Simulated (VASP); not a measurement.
# GaN (P6_3mc) in VASP: further runs, part 2 of 2

VASP 6.6.1. The steps go on from the part before.

### Step 3. Single point, LDA

The input, INCAR:

```
SYSTEM = GaN
PREC = Accurate ; ENCUT = 520
EDIFF = 1E-6 ; ISMEAR = 0
SIGMA = 0.01 ; LREAL = .False.
LASPH = .True. ; NELM = 100
ALGO = Normal ; ISIF = 2
LWAVE = .False. ; LCHARG = .False.
GGA = CA ; NBANDS = 26
```

The input, KPOINTS:

```
regular mesh
0
Gamma
  9 9 6
  0 0 0
```

The input, POSCAR:

```
GaN
1.0
    3.1517957959      0.0000000000      0.0000000000
   -1.5758978979      2.7295352268      0.0000000000
    0.0000000000      0.0000000000      5.1384388049
Ga N
2 2
Direct
    0.3333333333      0.6666666667      0.0002936468
    0.6666666667      0.3333333333      0.5002936468
    0.3333333333      0.6666666667      0.3767063532
    0.6666666667      0.3333333333      0.8767063532
```

Potentials or basis: VASP PAW LDA potentials, release 64 (Ga_d, N).

The run is started by

```
$ cat potpaw_LDA.64/Ga_d/POTCAR potpaw_LDA.64/N/POTCAR > POTCAR
$ mpirun -np 1 vasp_std > vasp.out
```

OUTCAR:

```text
SYSTEM = GaN
   PREC = Accurate
   ENCUT = 520
   EDIFF = 1E-6
   ISMEAR = 0
   LREAL = .False.
   LASPH = .True.
   NELM = 100
   ISIF = 2
   GGA = CA

 ion  position               nearest neighbor table
   1  0.333  0.667  0.000-   4 1.93   4 1.93   4 1.93   3 1.93
   2  0.667  0.333  0.500-   3 1.93   3 1.93   3 1.93   4 1.93
   3  0.333  0.667  0.377-   2 1.93   2 1.93   2 1.93   1 1.93
   4  0.667  0.333  0.877-   1 1.93   1 1.93   1 1.93   2 1.93

  LATTYP: Found a hexagonal cell.
 ALAT       =     3.1517957959
 C/A-ratio  =     1.6303209781

  Lattice vectors:

 A1 = (   3.1517957959,   0.0000000000,   0.0000000000)
 A2 = (  -1.5758978979,   2.7295352268,   0.0000000000)
 A3 = (   0.0000000000,   0.0000000000,   5.1384388049)

Analysis of symmetry for initial positions (statically):
=====================================================================
 Subroutine PRICEL returns:
 Original cell was already a primitive cell.

 Routine SETGRP: Setting up the symmetry group for a
 hexagonal supercell.

 Subroutine GETGRP returns: Found 12 space group operations
 (whereof  6 operations were pure point group operations)
 out of a pool of 24 trial point group operations.

The static configuration has the point symmetry C_3v.
 The point group associated with its full space group is C_6v.

Analysis of symmetry for dynamics (positions and initial velocities):
=====================================================================
 Subroutine PRICEL returns:
 Original cell was already a primitive cell.

 Routine SETGRP: Setting up the symmetry group for a
 hexagonal supercell.

 Subroutine GETGRP returns: Found 12 space group operations
 (whereof  6 operations were pure point group operations)
 out of a pool of 24 trial point group operations.
[... 121 lines left out ...]
   ISMEAR =     0;   SIGMA  =   0.01  broadening in eV -4-tet -1-fermi 0-gaus
   EFERMI_NEDOS =   21; number of points for ismear=-14 and -15
   IALGO  =     38    algorithm
   IMIX   =      4    mixing-type and parameters
     AMIX     =   0.40;   BMIX     =  1.00
     AMIX_MAG =   1.60;   BMIX_MAG =  1.00
  volume/ion in A,a.u.               =      11.05        74.58
  Fermi-wavevector in a.u.,A,eV,Ry     =   1.528796  2.889006 31.799791  2.337219
  Thomas-Fermi vector in A             =   2.636506
   LORBIT       =      0    0 simple, 1 ext, 2 COOP (PROOUT), +10 PAW based schemes
   GGA     = CA    functional components
   LHFCALC =     F    Hartree Fock is set to
   AEXX    =    0.0000 exact exchange contribution
   IVDW    =     0    specifies the selected vdW correction
   LEPSILON=     F    determine dielectric tensor
   LRPA    =     F    only Hartree local field effects (RPA)
 non-spin polarized calculation
 Gauss-broadening in eV      SIGMA  =   0.01
  energy-cutoff  :      520.00
  volume of cell :       44.21
 maximum number of plane-waves:      1201
 NGX is ok and might be reduce to    24
   NGX = 11   NGY = 11   NGZ = 19

 number of electron      36.0000032 magnetization

 Free energy of the ion-electron system (eV)
  ---------------------------------------------------
  ext. energy  EPLUGINS =         0.00000000
  ---------------------------------------------------
  free energy    TOTEN  =       -27.90972702 eV

  energy without entropy =      -27.90972702  energy(sigma->0) =      -27.90972702

 E-fermi :   5.5210     XC(G=0): -12.2986

 val. band max:        5.4410271042   @ k =   0.0000   0.0000   0.0000
 cond. band min:       7.5862914873   @ k =   0.0000   0.0000   0.0000
 fundamental gap:      2.1452643831
 Fermi energy:         5.5209931975

 k-point     1 :       0.0000    0.0000    0.0000
  band No.  band energies     occupation
      1     -10.7018      2.00000
      2      -9.7204      2.00000
      3      -8.1464      2.00000
      4      -8.1290      2.00000
      5      -8.1290      2.00000
      6      -8.0620      2.00000
[... 685 lines left out ...]
     25      18.4665      0.00000
     26      18.7595      0.00000

 [... further k-points ...]

------------------------ aborting loop because EDIFF is reached ----------------------------------------

  FORCE on cell =-STRESS in cart. coord.  units (eV):
  Direction    XX          YY          ZZ          XY          YZ          ZX
  --------------------------------------------------------------------------------------
  -------------------------------------------------------------------------------------
  Total        0.3021149      0.3021149      0.2959181      0.0000000      0.0000000      0.0000000
  in kB       10.9497629     10.9497629     10.7251678      0.0000000      0.0000000      0.0000000
  external PRESSURE =      10.8748979 kB  Pullay stress =       0.0000000 kB

 VOLUME and BASIS-vectors are now :
 -----------------------------------------------------------------------------
  energy-cutoff  :      520.00
  volume of cell :       44.21
      direct lattice vectors                 reciprocal lattice vectors
     3.151795796  0.000000000  0.000000000     0.317279438  0.183181369  0.000000000
    -1.575897898  2.729535227  0.000000000     0.000000000  0.366362738  0.000000000
     0.000000000  0.000000000  5.138438805     0.000000000  0.000000000  0.194611639

 POSITION                                       TOTAL-FORCE (eV/Angst)
 -----------------------------------------------------------------------------------
     -0.00000      1.81969      0.00151        -0.000000     -0.000000      0.001802
      1.57590      0.90985      2.57073         0.000000     -0.000000      0.001802
     -0.00000      1.81969      1.93568         0.000000      0.000000     -0.001802
      1.57590      0.90985      4.50490        -0.000000     -0.000000     -0.001802
 -----------------------------------------------------------------------------------
    total drift:                               -0.000001     -0.000001      0.000464

  FREE ENERGIE OF THE ION-ELECTRON SYSTEM (eV)
  ---------------------------------------------------
  free  energy   TOTEN  =       -27.9097270209 eV

  energy  without entropy=      -27.9097270209  energy(sigma->0) =      -27.90972702
```

Wall time 67 s (1 thread of Intel Xeon 8259CL, shared host); peak memory 0.17 GiB.

What came out:

| Item | Value |
| --- | --- |
| Free energy | -27.9097 eV |
| Pressure | 1.1 GPa |
| Band gap on the k mesh | 2.15 eV |

Levels at points of the mesh, in eV from the valence-band top:
```csv
k point,band 15,band 16,band 17,band 18,band 19,band 20,band 21,band 22
"(0.00, 0.00, 0.00)",-1.08,-0.05,0.00,0.00,2.15,4.38,9.22,9.90
"(0.00, 0.00, 0.50)",-0.56,-0.56,-0.56,-0.56,4.41,4.41,8.47,8.47
```

### Step 4. Single point, LDA

This run uses another cell than the first one, of 11.42 Å³/atom.

The input, INCAR:

```
PREC     = Accurate       # precision mode
ENCUT    = 520            # plane-wave cutoff, eV
EDIFF    = 1E-6           # SCF threshold, eV
ISMEAR   = 0              # smearing method
SIGMA    = 0.01           # smearing width, eV
LREAL    = False          # projectors in reciprocal space
LASPH    = True           # aspherical terms in the spheres
NELM     = 80             # most SCF steps
ALGO     = Normal         # electronic algorithm
ISIF     = 2              # what is computed and relaxed
LWAVE    = False          # write WAVECAR
LCHARG   = True           # write CHGCAR
GGA      = CA             # functional
LELF     = True           # ELF
LVHAR    = True         
NBANDS   = 26             # bands
```

The input, KPOINTS:

```
regular mesh
0
Gamma
  9 9 6
```

The input, POSCAR:

```
GaN
1.0
    3.1890000000      0.0000000000      0.0000000000
   -1.5945000000      2.7617550127      0.0000000000
    0.0000000000      0.0000000000      5.1850000000
Ga N
2 2
Direct
    0.3333333333      0.6666666667      0.0000000000
    0.6666666667      0.3333333333      0.5000000000
    0.3333333333      0.6666666667      0.3770000000
    0.6666666667      0.3333333333      0.8770000000
```

The run is started by

```
$ cat potpaw_LDA.64/Ga_d/POTCAR potpaw_LDA.64/N/POTCAR > POTCAR
$ mpirun -np 1 vasp_std > vasp.out
```

Wall time 94 s (1 thread of Intel Xeon 8259CL, shared host); peak memory 0.17 GiB.

The run converged. Its results:

```
Free energy            : -27.8912 eV
Pressure               : -5.1 GPa
Largest force          : 0.005 eV/Å
Band gap on the k mesh : 1.94 eV
```

Forces on the atoms (eV/Å):
```
Ga   0.000  0.000  0.005
Ga   0.000  0.000  0.005
N    0.000  0.000 -0.005
N    0.000  0.000 -0.005
```

Stress tensor (GPa, compression positive):
```
-5.39  0.00  0.00
 0.00 -5.39  0.00
 0.00  0.00 -4.66
```

Levels at points of the mesh, in eV from the valence-band top:
```
           k point  band 14  band 15  band 16  band 17  band 18  band 19  band 20  band 21  band 22  band 23
(0.00, 0.00, 0.00)    -1.05    -1.05    -0.03     0.00     0.00     1.94     4.14     9.06     9.70     9.70
(0.00, 0.00, 0.50)    -3.84    -0.54    -0.54    -0.54    -0.54     4.19     4.19     8.31     8.31    10.23
```

Caveat: the cell stands under tension.

### Step 5. Relaxation of cell and atoms, LDA

This run uses another cell than the first one, of 11.42 Å³/atom.

The input, INCAR:

```
SYSTEM = GaN
  ALGO = Normal
  EDIFF = 1E-6
  EDIFFG = -0.002
  ENCUT = 600
  IBRION = 2
  ISIF = 3
  ISMEAR = 0
  LASPH = .TRUE.
  LCHARG = .FALSE.
  LREAL = .FALSE.
  LWAVE = .FALSE.
  NELM = 100
  NSW = 60
  PREC = Accurate
  SIGMA = 0.01
```

The input, KPOINTS:

```
k-points
0
G
  9 9 6
  0 0 0
```

POSCAR is that of step 4.

The run is started by

```
$ cat potpaw_LDA.64/Ga_d/POTCAR potpaw_LDA.64/N/POTCAR > POTCAR
$ mpirun -np 1 vasp_std > vasp.out
```

Wall time 9.5 min (1 thread of Intel Xeon 8259CL, shared host); peak memory 0.2 GiB.

The run converged. Its results:

```
Free energy                           : -27.9128 eV
Relaxed volume                        : 11.11 Å³/atom
Relaxed cell                          : a = 3.157 Å, b = 3.157 Å, c = 5.146 Å, α = 90.00°, β = 90.00°, γ = 120.00°
Space group after relaxing (to 0.1 Å) : P6_3mc (No. 186)
Energy gained by relaxing             : 5.3 meV/atom
Ionic steps                           : 18
Pressure after relaxing               : 0.0 GPa
Band gap on the k mesh                : 2.11 eV
```

Step by step:
```csv
step,energy change (eV),largest force (eV/Å),pressure (GPa),volume (Å³)
1,0.0000,0.0047,-5.24,45.67
2,-0.0004,0.0391,5.71,43.24
3,-0.0210,0.0197,0.11,44.43
4,-0.0210,0.0194,-0.49,44.45
5,-0.0210,0.0052,-0.07,44.43
6,-0.0210,0.0019,0.01,44.42
7,-0.0210,0.0061,0.07,44.42
8,-0.0210,0.0097,-0.13,44.45
9,-0.0211,0.0003,-0.06,44.43
10,-0.0211,0.0056,0.11,44.41
11,-0.0211,0.0019,-0.07,44.43
12,-0.0211,0.0025,0.04,44.42
13,-0.0211,0.0027,-0.01,44.42
14,-0.0211,0.0023,-0.04,44.42
15,-0.0211,0.0025,-0.01,44.42
16,-0.0211,0.0011,0.11,44.42
17,-0.0211,0.0021,-0.08,44.42
18,-0.0211,0.0002,-0.01,44.42
```

Final structure:
```
Ga N
1.0
     3.15698    0.00000    0.00000
    -1.57849    2.73403    0.00000
     0.00000    0.00000    5.14650
Ga N
2 2
Direct
  0.33333 0.66667 0.00029
  0.66667 0.33333 0.50029
  0.33333 0.66667 0.37671
  0.66667 0.33333 0.87671
```

Levels at points of the mesh, in eV from the valence-band top:
```
           k point  band 16  band 17  band 18  band 19  band 20  band 21
(0.00, 0.00, 0.00)    -0.05     0.00     0.00     2.11     4.35     9.19
(0.00, 0.00, 0.50)    -0.55    -0.55    -0.55     4.37     4.37     8.44
```

### Step 6. Summary

| task | cell | cutoff (eV) | gap on the mesh (eV) | pressure (GPa) |
| --- | --- | --- | --- | --- |
| single point | a = 3.152, b = 3.152, c = 5.138 Å, angles 90.0, 90.0, 120.0°, 4 atoms | 520 | 2.15 | 1.1 |
| single point | a = 3.189, b = 3.189, c = 5.185 Å, angles 90.0, 90.0, 120.0°, 4 atoms | 520 | 1.94 | -5.1 |
| relaxation of cell and atoms | relaxed from a = 3.189, b = 3.189, c = 5.185 Å, angles 90.0, 90.0, 120.0°, 4 atoms | 600 | 2.11 | 0.0 |

Alike in all rows: level LDA; potentials or basis VASP PAW LDA potentials, release 64 (Ga_d, N); no spin polarisation; k mesh 9 × 9 × 6; smearing gaussian 0.01 eV.

Caveats: the cell stands under tension (at least some runs).

Absolute energies hang on the potentials; compare differences alone.
